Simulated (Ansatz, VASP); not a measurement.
**One calculation of KI, two programs**

```
CELL_PARAMETERS angstrom
0.00000 3.40917 3.40917
3.40917 0.00000 3.40917
3.40917 3.40917 0.00000
ATOMIC_POSITIONS crystal
K 0.00000 0.00000 0.00000
I 0.50000 0.50000 0.50000
```

Alike in both runs: functional LDA; k mesh 6 × 6 × 6; occupations gaussian, width 0.02 eV; no spin polarisation.

Ansatz relaxed the structure, and its values are those at the end. VASP's run is a single point on that final structure, the one shown.

```csv
,VASP,Ansatz
version,VASP 6.6.1,Ansatz 0.2.0
potentials or method,"VASP PAW LDA potentials, release 64 (K_sv, I), cutoff 500 eV","scalar-relativistic, plane waves, PAW"
valence electrons in the cell,16,26
```

|  | VASP | Ansatz | Ansatz less VASP |
| --- | --- | --- | --- |
| gap on the k mesh at the Fermi level (eV) | 3.88 | 3.87 | -0.009 |
| least direct gap on the mesh (eV) | 3.88 | 3.87 | -0.009 |
| pressure (GPa) | 0.0 | 0.0 | -0.05 |

LDA's correlation is that of Perdew and Zunger in VASP and of Perdew and Wang (1992) in Ansatz. VASP's potentials hold 16 valence electrons a cell and Ansatz's 26, so a difference there can come from the potentials and not from the codes.

Neither program's run includes spin-orbit coupling.
